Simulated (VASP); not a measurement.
# Sn (Im-3m) in VASP: notebook

Sn is run at these levels: LDA; tasks: single point, relaxation of cell and atoms.

Everything below comes from runs of VASP 6.6.1. Logs are shortened: lines on timing, memory, paths and dates and some standing lists are left out, and cuts for length are marked.

**1. The cell of the first run**

Symmetry: Im-3m, No. 229, cubic system. Conventional cell: a = 3.564 Å, b = 3.564 Å, c = 3.564 Å, α = 90.00°, β = 90.00°, γ = 90.00°. Sn (site symmetry m-3m) has 14 Sn at 3.09 to 3.56 Å within 4.1 Å.

This isn't the form of Sn at room conditions, which is tetragonal (white tin).

**2. Single point, LDA**

The input, INCAR:

```
  PREC = Accurate
  ENCUT = 520
  EDIFF = 1E-7
  ISMEAR = -1
  SIGMA = 0.05
  LREAL = False
  LASPH = True
  NELM = 100
  ALGO = Normal
  ISIF = 2
  LWAVE = False
  LCHARG = False
  NBANDS = 13
```

The input, KPOINTS:

```
regular mesh
0
Gamma
  15 15 15
```

The input, POSCAR:

```
Sn
1.0
   -1.7821776900      1.7821776900      1.7821776900
    1.7821776900     -1.7821776900      1.7821776900
    1.7821776900      1.7821776900     -1.7821776900
Sn
1
Direct
    0.0000000000      0.0000000000      0.0000000000
```

Potentials or basis: VASP PAW LDA potentials, release 64 (Sn_d).

Launch:

```
> cat potpaw_LDA.64/Sn_d/POTCAR > POTCAR
> mpirun -np 1 vasp_std > vasp.out
```

OUTCAR:

```text
PREC = Accurate
   ENCUT = 520
   EDIFF = 1E-7
   ISMEAR = -1
   LREAL = False
   LASPH = True
   NELM = 100
   ISIF = 2

 ion  position               nearest neighbor table
   1  0.000  0.000  0.000-

  LATTYP: Found a body centered cubic cell.
 ALAT       =     3.5643553800

  Lattice vectors:

 A1 = (  -1.7821776900,   1.7821776900,   1.7821776900)
 A2 = (   1.7821776900,  -1.7821776900,   1.7821776900)
 A3 = (   1.7821776900,   1.7821776900,  -1.7821776900)

Analysis of symmetry for initial positions (statically):
=====================================================================
 Subroutine PRICEL returns:
 Original cell was already a primitive cell.

 Routine SETGRP: Setting up the symmetry group for a
 body centered cubic supercell.

 Subroutine GETGRP returns: Found 48 space group operations
 (whereof 48 operations were pure point group operations)
 out of a pool of 48 trial point group operations.

The static configuration has the point symmetry O_h .

Analysis of symmetry for dynamics (positions and initial velocities):
=====================================================================
 Subroutine PRICEL returns:
 Original cell was already a primitive cell.

 Routine SETGRP: Setting up the symmetry group for a
 body centered cubic supercell.

 Subroutine GETGRP returns: Found 48 space group operations
 (whereof 48 operations were pure point group operations)
 out of a pool of 48 trial point group operations.

The dynamic configuration has the point symmetry O_h .

 Subroutine INISYM returns: Found 48 space group operations
 (whereof 48 operations are pure point group operations),
 and found     1 'primitive' translations

----------------------------------------------------------------------------------------

                                     Primitive cell

  volume of cell :      22.6419

  direct lattice vectors                    reciprocal lattice vectors
    -1.782177690  1.782177690  1.782177690     0.000000000  0.280555639  0.280555639
     1.782177690 -1.782177690  1.782177690     0.280555639  0.000000000  0.280555639
     1.782177690  1.782177690 -1.782177690     0.280555639  0.280555639  0.000000000

  length of vectors
     3.086822307  3.086822307  3.086822307     0.396765589  0.396765589  0.396765589

  position of ions in fractional coordinates (direct lattice)
     0.000000000  0.000000000  0.000000000

  ion indices of the primitive-cell ions
   primitive index   ion index
                 1           1

----------------------------------------------------------------------------------------

 KPOINTS: regular mesh

Automatic generation of k-mesh.
 Grid dimensions read from file:
 generate k-points for:   15   15   15

 Generating k-lattice:

  Cartesian coordinates                     Fractional coordinates (reciprocal lattice)
     0.000000000  0.018703709  0.018703709     0.066666667  0.000000000  0.000000000
     0.018703709  0.000000000  0.018703709     0.000000000  0.066666667  0.000000000
     0.018703709  0.018703709  0.000000000     0.000000000  0.000000000  0.066666667

  Length of vectors
     0.026451039  0.026451039  0.026451039

  Shift w.r.t. Gamma in fractional coordinates (k-lattice)
     0.000000000  0.000000000  0.000000000

 Subroutine IBZKPT returns following result:
 ===========================================

 Found    120 irreducible k-points:

 Following reciprocal coordinates:
            Coordinates               Weight
  0.000000  0.000000  0.000000      1.000000
  0.066667  0.000000  0.000000     12.000000
  0.133333  0.000000  0.000000     12.000000
  0.200000  0.000000  0.000000     12.000000
  0.266667  0.000000  0.000000     12.000000
  0.333333  0.000000  0.000000     12.000000
[... 16 lines left out ...]
  0.333333  0.200000  0.000000     48.000000
  0.400000  0.200000 -0.000000     24.000000
 [... further k-points ...]
   k-points           NKPTS =    120   k-points in BZ     NKDIM =    120   number of bands    NBANDS=     13
   number of dos      NEDOS =    301   number of ions     NIONS =      1
   total plane-waves  NPLWV =  13824
   dimension x,y,z NGX =    24 NGY =   24 NGZ =   24
   dimension x,y,z NGXF=    48 NGYF=   48 NGZF=   48
   ions per type =               1
   NGX,Y,Z   is equivalent  to a cutoff of  12.93, 12.93, 12.93 a.u.
   NGXF,Y,Z  is equivalent  to a cutoff of  25.85, 25.85, 25.85 a.u.
 SYSTEM =  unknown system
   PREC   = accura    normal or accurate (medium, high low for compatibility)
   ISTART =      0    job   : 0-new  1-cont  2-samecut
   ICHARG =      2    charge: 1-file 2-atom 10-const
   ISPIN  =      1    spin polarized calculation?
   LNONCOLLINEAR =      F non collinear calculations
   LSORBIT =      F    spin-orbit coupling
   LASPH  =      T    aspherical Exc in radial PAW
   ENCUT  =  520.0 eV  38.22 Ry    6.18 a.u.   5.74  5.74  5.74*2*pi/ulx,y,z
   NELM   =    100;   NELMIN=  2; NELMDL= -5     # of ELM steps
   EDIFF  = 0.1E-06   stopping-criterion for ELM
   LREAL  =      F    real-space projection
   EDIFFG = 0.1E-05   stopping-criterion for IOM
   NSW    =      0    number of steps for IOM
   IBRION =     -1    ionic relax: 0-MD 1-quasi-New 2-CG
   NFREE  =      0    steps in history (QN), initial steepest desc. (CG)
   ISIF   =      2    stress and relaxation
   ISYM   =      2    0-nonsym 1-usesym 2-fastsym
   POTIM  = 0.5000    time-step for ionic-motion
   TEBEG  =    0.0;   TEEND  =   0.0 temperature during run
   PSTRESS=    0.0 pullay stress
   NELECT =      14.0000    total number of electrons
   NUPDOWN=      -1.0000    fix difference up-down
   EMIN   =  10.00;   EMAX   =-10.00  energy-range for DOS
   EFERMI =   0.00;   METHOD = LEGACY
   ISMEAR =    -1;   SIGMA  =   0.05  broadening in eV -4-tet -1-fermi 0-gaus
   EFERMI_NEDOS =   21; number of points for ismear=-14 and -15
   IALGO  =     38    algorithm
   IMIX   =      4    mixing-type and parameters
     AMIX     =   0.40;   BMIX     =  1.00
     AMIX_MAG =   1.60;   BMIX_MAG =  1.00
  volume/ion in A,a.u.               =      22.64       152.80
  Fermi-wavevector in a.u.,A,eV,Ry     =   1.394697  2.635595 26.465774  1.945180
  Thomas-Fermi vector in A             =   2.518221
   LORBIT       =      0    0 simple, 1 ext, 2 COOP (PROOUT), +10 PAW based schemes
   GGA     = CA    functional components
   LHFCALC =     F    Hartree Fock is set to
   AEXX    =    0.0000 exact exchange contribution
   IVDW    =     0    specifies the selected vdW correction
   LEPSILON=     F    determine dielectric tensor
   LRPA    =     F    only Hartree local field effects (RPA)
 non-spin polarized calculation
  energy-cutoff  :      520.00
  volume of cell :       22.64
 maximum number of plane-waves:       624
   NGX = 11   NGY = 11   NGZ = 11

 number of electron      13.9999991 magnetization

 Free energy of the ion-electron system (eV)
  ---------------------------------------------------
  ext. energy  EPLUGINS =         0.00000000
  ---------------------------------------------------
  free energy    TOTEN  =        -4.37213044 eV

  energy without entropy =       -4.36853766  energy(sigma->0) =       -4.37033405

 E-fermi :  10.2015     XC(G=0): -11.4936

 val. band max:       10.1450215206   @ k =   0.2667   0.2000   0.0667
 cond. band min:      10.2479213935   @ k =  -0.3333   0.4667   0.1333
 fundamental gap:      0.1028998729
 Fermi energy:        10.2014525956

 k-point     1 :       0.0000    0.0000    0.0000
  band No.  band energies     occupation
      1     -11.3886      2.00000
      2     -11.3886      2.00000
      3     -11.3886      2.00000
      4     -11.1474      2.00000
      5     -11.1474      2.00000
      6      -2.3217      2.00000
      7      19.9109      0.00000
      8      19.9109      0.00000
      9      19.9109      0.00000
     10      22.7739      0.00000
     11      22.7739      0.00000
     12      22.7739      0.00000
     13      24.5121      0.00000

 k-point     2 :       0.0667    0.0000    0.0000
  band No.  band energies     occupation
      1     -11.3924      2.00000
      2     -11.3840      2.00000
      3     -11.3725      2.00000
      4     -11.1516      2.00000
      5     -11.1478      2.00000
      6      -2.2091      2.00000
      7      18.8395      0.00000
      8      19.3827      0.00000
      9      19.6955      0.00000
     10      21.9412      0.00000
     11      22.2519      0.00000
     12      22.6218      0.00000
     13      25.0436      0.00000

 k-point     3 :       0.1333    0.0000    0.0000
  band No.  band energies     occupation
      1     -11.4030      2.00000
      2     -11.3723      2.00000
      3     -11.3265      2.00000
      4     -11.1624      2.00000
      5     -11.1487      2.00000
      6      -1.8701      2.00000
      7      16.5292      0.00000
      8      18.2967      0.00000
      9      19.0882      0.00000
     10      21.1743      0.00000
     11      21.4486      0.00000
     12      22.6464      0.00000
     13      25.4420      0.00000
[... 305 lines left out ...]
 k-point    23 :       0.3333    0.2000    0.0000
  band No.  band energies     occupation
      1     -11.4319      2.00000
      2     -11.3209      2.00000
      3     -11.1825      2.00000
      4     -11.1667      2.00000
      5     -11.0650      2.00000
      6       3.1752      2.00000
      7       6.8655      2.00000
      8      10.4238      0.02316
      9      15.1311      0.00000
     10      21.1454      0.00000
     11      23.7210      0.00000
     12      25.4860      0.00000
     13      26.4527      0.00000

 k-point    24 :       0.4000    0.2000   -0.0000
  band No.  band energies     occupation
      1     -11.4335      2.00000
      2     -11.3191      2.00000
      3     -11.1848      2.00000
      4     -11.1600      2.00000
      5     -11.0600      2.00000
      6       4.1607      2.00000
      7       5.6962      2.00000
      8      10.2764      0.36496
      9      15.0285      0.00000
     10      21.0729      0.00000
     11      24.8041      0.00000
     12      25.0991      0.00000
     13      25.5707      0.00000

 [... further k-points ...]

------------------------ aborting loop because EDIFF is reached ----------------------------------------

  FORCE on cell =-STRESS in cart. coord.  units (eV):
  Direction    XX          YY          ZZ          XY          YZ          ZX
  --------------------------------------------------------------------------------------
  -------------------------------------------------------------------------------------
  Total        1.2858095      1.2858095      1.2858095      0.0000000     -0.0000000     -0.0000000
  in kB       90.9859263     90.9859263     90.9859263      0.0000000     -0.0000000     -0.0000000
  external PRESSURE =      90.9859263 kB  Pullay stress =       0.0000000 kB

 VOLUME and BASIS-vectors are now :
 -----------------------------------------------------------------------------
  energy-cutoff  :      520.00
  volume of cell :       22.64
      direct lattice vectors                 reciprocal lattice vectors
    -1.782177690  1.782177690  1.782177690     0.000000000  0.280555639  0.280555639
     1.782177690 -1.782177690  1.782177690     0.280555639  0.000000000  0.280555639
     1.782177690  1.782177690 -1.782177690     0.280555639  0.280555639  0.000000000

 POSITION                                       TOTAL-FORCE (eV/Angst)
 -----------------------------------------------------------------------------------
      0.00000      0.00000      0.00000        -0.000000     -0.000000      0.000000
 -----------------------------------------------------------------------------------
    total drift:                                0.000000      0.000000     -0.000000

  FREE ENERGIE OF THE ION-ELECTRON SYSTEM (eV)
  ---------------------------------------------------
  free  energy   TOTEN  =        -4.3721304401 eV

  energy  without entropy=       -4.3685376643  energy(sigma->0) =       -4.37033405
```

Wall time 8.6 s (1 thread of Intel Xeon 6975P-C (Granite Rapids), shared host); peak memory 0.14 GiB.

What came out:

| Property | Result |
| --- | --- |
| Free energy | -4.3721 eV |
| Pressure | 9.1 GPa |
| Band gap on the k mesh | zero (bands 7 and 8 overlap by 12.74 eV) |

Caveat: the cell stands under pressure; spin-orbit coupling is left out, which moves the levels of the heavy elements.

**3. Single point, LDA**

The input, INCAR:

```
ALGO = Normal
EDIFF = 1E-6
ENCUT = 520
ISIF = 2
ISMEAR = -1
LASPH = T
LCHARG = F
LREAL = F
LWAVE = F
NBANDS = 13
NELM = 60
PREC = Accurate
SIGMA = 0.05
```

The input, KPOINTS:

```
k-points
0
Gamma
  15 15 15
```

The input, POSCAR:

```
Sn
1.0
   -1.7823685850      1.7823685850      1.7823685850
    1.7823685850     -1.7823685850      1.7823685850
    1.7823685850      1.7823685850     -1.7823685850
Sn
1
Direct
    0.0000000000      0.0000000000      0.0000000000
```

Potentials or basis: VASP PAW LDA potentials, release 64 (Sn_d).

Launch:

```
> cat potpaw_LDA.64/Sn_d/POTCAR > POTCAR
> mpirun -np 1 vasp_std > vasp.out
```

Run time: 8.4 s. Hardware: 1 thread of Intel Xeon 6975P-C (Granite Rapids), shared host; peak memory 0.14 GiB.

The run converged. Its results:

```
Free energy            : -4.3725 eV
Pressure               : 9.1 GPa
Band gap on the k mesh : zero (bands 7 and 8 overlap by 12.74 eV)
```

Levels at points of the mesh, in eV from the Fermi level:
| k point | band 3 | band 4 | band 5 | band 6 | band 7 | band 8 | band 9 | band 10 | band 11 | band 12 |
| --- | --- | --- | --- | --- | --- | --- | --- | --- | --- | --- |
| (0.00, 0.00, 0.00) | -21.59 | -21.35 | -21.35 | -12.52 | 9.71 | 9.71 | 9.71 | 12.57 | 12.57 | 12.57 |

Caveat: the cell stands under pressure; spin-orbit coupling is left out, which moves the levels of the heavy elements.

**4. Relaxation of cell and atoms, LDA, target pressure 9 GPa, at which the enthalpy is minimised**

The input, INCAR:

```
SYSTEM = Sn
PREC = Accurate
ENCUT = 600
EDIFF = 1E-6
ISMEAR = -1
SIGMA = 0.05
LREAL = .FALSE.
LASPH = .TRUE.
NELM = 80
ALGO = Normal
ISIF = 3
LWAVE = .FALSE.
LCHARG = .FALSE.
IBRION = 2
NSW = 60
EDIFFG = -0.005
PSTRESS = 90.0
```

The input, KPOINTS:

```
regular mesh
0
G
  15 15 15
  0 0 0
```

The input, POSCAR:

```
Sn
1.0
   -1.7821776900      1.7821776900      1.7821776900
    1.7821776900     -1.7821776900      1.7821776900
    1.7821776900      1.7821776900     -1.7821776900
Sn
1
Direct
    0.0000000000      0.0000000000      0.0000000000
```

Launch:

```
> cat potpaw_LDA.64/Sn_d/POTCAR > POTCAR
> mpirun -np 1 vasp_std > vasp.out
```

It took 31 s on 1 thread of Intel Xeon 6975P-C (Granite Rapids), shared host; peak memory 0.16 GiB.

The run converged. Its results:

```yaml
Free_energy: -4.3744 eV
Relaxed_volume: 22.68 Å³/atom
Relaxed_cell: a = 3.089 Å, b = 3.089 Å, c = 3.089 Å, α = 109.47°, β = 109.47°, γ = 109.47°
Space_group_after_relaxing_to_0.1_Å: Im-3m (No. 229)
Energy_change_on_relaxing_the_run_minimises_the_enthalpy: -2.2 meV/atom
Ionic_steps: 3
Pressure_after_relaxing: 9.0 GPa
Band_gap_on_the_k_mesh: zero (bands 7 and 8 overlap by 12.72 eV)
```

The path:
| step | energy change (eV) | largest force (eV/Å) | pressure (GPa) | volume (Å³) |
| --- | --- | --- | --- | --- |
| 1 | 0.0000 | 0.0000 | 9.15 | 22.64 |
| 2 | -0.0039 | 0.0000 | 8.89 | 22.71 |
| 3 | -0.0022 | 0.0000 | 9.01 | 22.68 |

Final structure:
```yaml
crystal:
  lattice:
    - [-1.78320, 1.78320, 1.78320]
    - [1.78320, -1.78320, 1.78320]
    - [1.78320, 1.78320, -1.78320]
  atoms:
    - { symbol: Sn, position: [0.00000, 0.00000, 0.00000] }
```

Levels at points of the mesh, in eV from the Fermi level:
```
           k point  band 3  band 4  band 5  band 6  band 7  band 8  band 9  band 10  band 11
(0.00, 0.00, 0.00)  -21.59  -21.35  -21.35  -12.51    9.69    9.69    9.69    12.57    12.57
```

Caveat: the cell is relaxed towards a set pressure, so the run minimises the enthalpy, not the energy; spin-orbit coupling is left out, which moves the levels of the heavy elements.

**5. Relaxation of cell and atoms, LDA, target pressure 9 GPa, at which the enthalpy is minimised**

The input, INCAR:

```
ALGO = Normal
EDIFF = 1E-6
EDIFFG = -0.005
ENCUT = 600
IBRION = 2
ISIF = 3
ISMEAR = -1
LASPH = T
LCHARG = F
LREAL = F
LWAVE = F
NELM = 60
NSW = 32
PREC = Accurate
PSTRESS = 90.0
SIGMA = 0.05
```

The input, KPOINTS:

```
k-points
0
Gamma
  15 15 15
```

POSCAR is that of step 4.

Launch:

```
> cat potpaw_LDA.64/Sn_d/POTCAR > POTCAR
> mpirun -np 1 vasp_std > vasp.out
```

Wall time 26 s (1 thread of Intel Xeon 6975P-C (Granite Rapids), shared host); peak memory 0.16 GiB.

Results (log left out):

- Free energy: -4.3744 eV
- Relaxed volume: 22.68 Å³/atom
- Relaxed cell: a = 3.089 Å, b = 3.089 Å, c = 3.089 Å, α = 109.47°, β = 109.47°, γ = 109.47°
- Space group after relaxing (to 0.1 Å): Im-3m (No. 229)
- Energy change on relaxing (the run minimises the enthalpy): -2.2 meV/atom
- Ionic steps: 3
- Pressure after relaxing: 9.0 GPa
- Band gap on the k mesh: zero (bands 7 and 8 overlap by 12.72 eV)

The path:
```csv
step,energy change (eV),largest force (eV/Å),pressure (GPa),volume (Å³)
1,0.0000,0.0000,9.15,22.64
2,-0.0039,0.0000,8.89,22.71
3,-0.0022,0.0000,9.01,22.68
```

Final structure:
```
Sn
1.0
    -1.78320    1.78320    1.78320
     1.78320   -1.78320    1.78320
     1.78320    1.78320   -1.78320
Sn
1
Direct
  0.00000 0.00000 0.00000
```

Levels at points of the mesh, in eV from the Fermi level:
```csv
k point,band 5,band 6,band 7,band 8,band 9,band 10
"(0.00, 0.00, 0.00)",-21.35,-12.51,9.69,9.69,9.69,12.57
```

Caveat: the cell is relaxed towards a set pressure, so the run minimises the enthalpy, not the energy; spin-orbit coupling is left out, which moves the levels of the heavy elements.

The gap in the log of VASP goes by the Fermi energy; the results here count the filled bands.